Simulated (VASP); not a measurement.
# CdSe (Fm-3m) in VASP: single point with LDA

Aim: the single point of CdSe with LDA.

Everything below comes from runs of VASP 6.6.1. Logs are shortened: lines on timing, memory, paths and dates and some standing lists are left out, and cuts for length are marked.

## Step 1: The cell of the first run

Symmetry: Fm-3m, No. 225, cubic system. Conventional cell: a = 5.748 Å, b = 5.748 Å, c = 5.748 Å, α = 90.00°, β = 90.00°, γ = 90.00°. Cd (site symmetry m-3m) has 6 Se at 2.87 Å within 3.8 Å. Within 3.8 Å of Se (site symmetry m-3m) lie 6 Cd at 2.87 Å.

## Step 2: Single point, LDA

Input file INCAR:

```
SYSTEM = CdSe
ALGO     = Normal         ! electronic algorithm
EDIFF    = 1E-6           ! SCF threshold, eV
ENCUT    = 500            ! plane-wave cutoff, eV
GGA_COMPAT= .FALSE.      
ISIF     = 2              ! what is computed and relaxed
ISMEAR   = 0              ! smearing method
LASPH    = .TRUE.         ! aspherical terms in the spheres
LCHARG   = .FALSE.        ! write CHGCAR
LREAL    = .FALSE.        ! projectors in reciprocal space
LWAVE    = .FALSE.        ! write WAVECAR
NBANDS   = 16             ! bands
NELM     = 120            ! most SCF steps
PREC     = Accurate       ! precision mode
SIGMA    = 0.01           ! smearing width, eV
```

Input file KPOINTS:

```
k-points
0
G
  2 2 2
  0 0 0
```

Input file POSCAR:

```
CdSe
1.0
    0.0000000000      2.8739580000      2.8739580000
    2.8739580000      0.0000000000      2.8739580000
    2.8739580000      2.8739580000      0.0000000000
Cd Se
1 1
Direct
    0.0000000000      0.0000000000      0.0000000000
    0.5000000000      0.5000000000      0.5000000000
```

Potentials or basis: VASP PAW LDA potentials, release 64 (Cd, Se).

Launch:

```console
cat potpaw_LDA.64/Cd/POTCAR potpaw_LDA.64/Se/POTCAR > POTCAR
mpirun -np 1 vasp_std > vasp.out
```

OUTCAR:

```text
SYSTEM = CdSe
   EDIFF = 1E-6
   ENCUT = 500
   ISIF = 2
   ISMEAR = 0
   LASPH = .TRUE.
   LREAL = .FALSE.
   NELM = 120
   PREC = Accurate

 ion  position               nearest neighbor table
   1  0.000  0.000  0.000-   2 2.87   2 2.87   2 2.87   2 2.87   2 2.87   2 2.87
   2  0.500  0.500  0.500-   1 2.87   1 2.87   1 2.87   1 2.87   1 2.87   1 2.87

  LATTYP: Found a face centered cubic cell.
 ALAT       =     5.7479160000

  Lattice vectors:

 A1 = (   0.0000000000,   2.8739580000,   2.8739580000)
 A2 = (   2.8739580000,   0.0000000000,   2.8739580000)
 A3 = (   2.8739580000,   2.8739580000,   0.0000000000)

Analysis of symmetry for initial positions (statically):
=====================================================================
 Subroutine PRICEL returns:
 Original cell was already a primitive cell.

 Routine SETGRP: Setting up the symmetry group for a
 face centered cubic supercell.

 Subroutine GETGRP returns: Found 48 space group operations
 (whereof 48 operations were pure point group operations)
 out of a pool of 48 trial point group operations.

The static configuration has the point symmetry O_h .

Analysis of symmetry for dynamics (positions and initial velocities):
=====================================================================
 Subroutine PRICEL returns:
 Original cell was already a primitive cell.

 Routine SETGRP: Setting up the symmetry group for a
 face centered cubic supercell.

 Subroutine GETGRP returns: Found 48 space group operations
 (whereof 48 operations were pure point group operations)
 out of a pool of 48 trial point group operations.

The dynamic configuration has the point symmetry O_h .

 Subroutine INISYM returns: Found 48 space group operations
 (whereof 48 operations are pure point group operations),
 and found     1 'primitive' translations

----------------------------------------------------------------------------------------

                                     Primitive cell

  volume of cell :      47.4757

  direct lattice vectors                    reciprocal lattice vectors
     0.000000000  2.873958000  2.873958000    -0.173976098  0.173976098  0.173976098
     2.873958000  0.000000000  2.873958000     0.173976098 -0.173976098  0.173976098
     2.873958000  2.873958000  0.000000000     0.173976098  0.173976098 -0.173976098

  length of vectors
     4.064390381  4.064390381  4.064390381     0.301335442  0.301335442  0.301335442

  position of ions in fractional coordinates (direct lattice)
     0.000000000  0.000000000  0.000000000
     0.500000000  0.500000000  0.500000000

  ion indices of the primitive-cell ions
   primitive index   ion index
                 1           1
                 2           2

----------------------------------------------------------------------------------------

 KPOINTS: k-points

Automatic generation of k-mesh.
 Grid dimensions read from file:
 generate k-points for:    2    2    2

 Generating k-lattice:

  Cartesian coordinates                     Fractional coordinates (reciprocal lattice)
    -0.086988049  0.086988049  0.086988049     0.500000000  0.000000000  0.000000000
     0.086988049 -0.086988049  0.086988049     0.000000000  0.500000000  0.000000000
     0.086988049  0.086988049 -0.086988049     0.000000000  0.000000000  0.500000000

  Length of vectors
     0.150667721  0.150667721  0.150667721

  Shift w.r.t. Gamma in fractional coordinates (k-lattice)
     0.000000000  0.000000000  0.000000000

 Subroutine IBZKPT returns following result:
 ===========================================

 Found      3 irreducible k-points:

 Following reciprocal coordinates:
            Coordinates               Weight
  0.000000  0.000000  0.000000      1.000000
  0.500000  0.000000  0.000000      4.000000
  0.500000  0.500000  0.000000      3.000000
   k-points           NKPTS =      3   k-points in BZ     NKDIM =      3   number of bands    NBANDS=     16
   number of dos      NEDOS =    301   number of ions     NIONS =      2
   total plane-waves  NPLWV =  27000
   dimension x,y,z NGX =    30 NGY =   30 NGZ =   30
   dimension x,y,z NGXF=    60 NGYF=   60 NGZF=   60
   ions per type =               1   1
   NGX,Y,Z   is equivalent  to a cutoff of  12.27, 12.27, 12.27 a.u.
   NGXF,Y,Z  is equivalent  to a cutoff of  24.54, 24.54, 24.54 a.u.
 SYSTEM =  CdSe
   PREC   = accura    normal or accurate (medium, high low for compatibility)
   ISTART =      0    job   : 0-new  1-cont  2-samecut
   ICHARG =      2    charge: 1-file 2-atom 10-const
   ISPIN  =      1    spin polarized calculation?
   LNONCOLLINEAR =      F non collinear calculations
   LSORBIT =      F    spin-orbit coupling
   LASPH  =      T    aspherical Exc in radial PAW
   ENCUT  =  500.0 eV  36.75 Ry    6.06 a.u.   7.41  7.41  7.41*2*pi/ulx,y,z
   NELM   =    120;   NELMIN=  2; NELMDL= -5     # of ELM steps
   EDIFF  = 0.1E-05   stopping-criterion for ELM
   LREAL  =      F    real-space projection
   EDIFFG = 0.1E-04   stopping-criterion for IOM
   NSW    =      0    number of steps for IOM
   IBRION =     -1    ionic relax: 0-MD 1-quasi-New 2-CG
   NFREE  =      0    steps in history (QN), initial steepest desc. (CG)
   ISIF   =      2    stress and relaxation
   ISYM   =      2    0-nonsym 1-usesym 2-fastsym
   POTIM  = 0.5000    time-step for ionic-motion
   TEBEG  =    0.0;   TEEND  =   0.0 temperature during run
   PSTRESS=    0.0 pullay stress
   NELECT =      18.0000    total number of electrons
   NUPDOWN=      -1.0000    fix difference up-down
   EMIN   =  10.00;   EMAX   =-10.00  energy-range for DOS
   EFERMI =   0.00;   METHOD = LEGACY
   ISMEAR =     0;   SIGMA  =   0.01  broadening in eV -4-tet -1-fermi 0-gaus
   EFERMI_NEDOS =   21; number of points for ismear=-14 and -15
   IALGO  =     38    algorithm
   IMIX   =      4    mixing-type and parameters
     AMIX     =   0.40;   BMIX     =  1.00
     AMIX_MAG =   1.60;   BMIX_MAG =  1.00
  volume/ion in A,a.u.               =      23.74       160.19
  Fermi-wavevector in a.u.,A,eV,Ry     =   1.184882  2.239103 19.101849  1.403946
  Thomas-Fermi vector in A             =   2.321088
   LORBIT       =      0    0 simple, 1 ext, 2 COOP (PROOUT), +10 PAW based schemes
   GGA     = CA    functional components
   LHFCALC =     F    Hartree Fock is set to
   AEXX    =    0.0000 exact exchange contribution
   IVDW    =     0    specifies the selected vdW correction
   LEPSILON=     F    determine dielectric tensor
   LRPA    =     F    only Hartree local field effects (RPA)
 non-spin polarized calculation
 Gauss-broadening in eV      SIGMA  =   0.01
  energy-cutoff  :      500.00
  volume of cell :       47.48
 maximum number of plane-waves:      1243
 NGX is ok and might be reduce to    30
   NGX = 15   NGY = 15   NGZ = 15

 number of electron      18.0000005 magnetization

 Free energy of the ion-electron system (eV)
  ---------------------------------------------------
  ext. energy  EPLUGINS =         0.00000000
  ---------------------------------------------------
  free energy    TOTEN  =        -4.86660031 eV

  energy without entropy =       -4.86123762  energy(sigma->0) =       -4.86391896

 E-fermi :   2.0635     XC(G=0): -10.2863

 val. band max:        2.0612905386   @ k =   0.5000   0.0000   0.0000
 cond. band min:       2.0941300786   @ k =   0.0000   0.0000   0.0000
 fundamental gap:      0.0328395399
 Fermi energy:         2.0635435030

 k-point     1 :       0.0000    0.0000    0.0000
  band No.  band energies     occupation
      1     -10.8426      2.00000
      2      -5.5024      2.00000
      3      -5.5024      2.00000
      4      -5.4815      2.00000
      5      -5.4815      2.00000
      6      -5.4815      2.00000
      7       1.4730      2.00000
      8       1.4730      2.00000
      9       1.4730      2.00000
     10       2.0941      0.00002
     11      10.8055      0.00000
     12      10.8055      0.00000
     13      10.8055      0.00000
     14      11.8122      0.00000
     15      11.8122      0.00000
     16      11.8122      0.00000

 k-point     2 :       0.5000    0.0000    0.0000
  band No.  band energies     occupation
      1      -9.9572      2.00000
      2      -5.7366      2.00000
      3      -5.7366      2.00000
      4      -5.6555      2.00000
      5      -5.3380      2.00000
      6      -5.3380      2.00000
      7      -2.7810      2.00000
      8       2.0613      1.25001
      9       2.0613      1.24998
     10       5.0770      0.00000
     11       7.3744      0.00000
     12       7.3744      0.00000
     13       7.9681      0.00000
     14      13.2891      0.00000
     15      15.0044      0.00000
     16      15.0044      0.00000

 k-point     3 :       0.5000    0.5000    0.0000
  band No.  band energies     occupation
      1     -10.0621      2.00000
      2      -5.5933      2.00000
      3      -5.4227      2.00000
      4      -5.2848      2.00000
      5      -5.2848      2.00000
      6      -4.8517      2.00000
      7      -1.9707      2.00000
      8       0.0494      2.00000
      9       0.0494      2.00000
     10       1.6510      2.00000
     11       7.6200      0.00000
     12      11.6811      0.00000
     13      12.3055      0.00000
     14      12.3055      0.00000
     15      16.5099      0.00000
     16      17.0135      0.00000

------------------------ aborting loop because EDIFF is reached ----------------------------------------

  FORCE on cell =-STRESS in cart. coord.  units (eV):
  Direction    XX          YY          ZZ          XY          YZ          ZX
  --------------------------------------------------------------------------------------
  -------------------------------------------------------------------------------------
  Total        0.1159733      0.1159733      0.1159733      0.0000000     -0.0000000      0.0000000
  in kB        3.9137889      3.9137889      3.9137889      0.0000000     -0.0000000      0.0000000
  external PRESSURE =       3.9137889 kB  Pullay stress =       0.0000000 kB

 VOLUME and BASIS-vectors are now :
 -----------------------------------------------------------------------------
  energy-cutoff  :      500.00
  volume of cell :       47.48
      direct lattice vectors                 reciprocal lattice vectors
     0.000000000  2.873958000  2.873958000    -0.173976098  0.173976098  0.173976098
     2.873958000  0.000000000  2.873958000     0.173976098 -0.173976098  0.173976098
     2.873958000  2.873958000  0.000000000     0.173976098  0.173976098 -0.173976098

 POSITION                                       TOTAL-FORCE (eV/Angst)
 -----------------------------------------------------------------------------------
      0.00000      0.00000      0.00000        -0.000000     -0.000000     -0.000000
      2.87396      2.87396      2.87396         0.000000      0.000000      0.000000
 -----------------------------------------------------------------------------------
    total drift:                               -0.000000      0.000000      0.000000

  FREE ENERGIE OF THE ION-ELECTRON SYSTEM (eV)
  ---------------------------------------------------
  free  energy   TOTEN  =        -4.8666003123 eV

  energy  without entropy=       -4.8612376164  energy(sigma->0) =       -4.86391896
```

Run time: 5.8 s. Hardware: 1 thread of Intel Xeon Platinum 8488C (Sapphire Rapids), shared host; peak memory 0.14 GiB.

Results:

```
Free energy            : -4.8666 eV
Pressure               : 0.4 GPa
Band gap on the k mesh : zero (band 9 reaches 2.06 eV, above the bottom of band 10 at 1.65 eV)
```

Levels at points of the mesh, in eV from the Fermi level:
```
           k point  band 5  band 6  band 7  band 8  band 9  band 10  band 11  band 12  band 13  band 14
(0.00, 0.00, 0.00)   -7.55   -7.55   -0.59   -0.59   -0.59     0.03     8.74     8.74     8.74     9.75
(0.50, 0.00, 0.00)   -7.40   -7.40   -4.84    0.00    0.00     3.01     5.31     5.31     5.90    11.23
(0.50, 0.50, 0.00)   -7.35   -6.92   -4.03   -2.01   -2.01    -0.41     5.56     9.62    10.24    10.24
```

Caveat: the k points lie up to 0.95 Å⁻¹ apart.
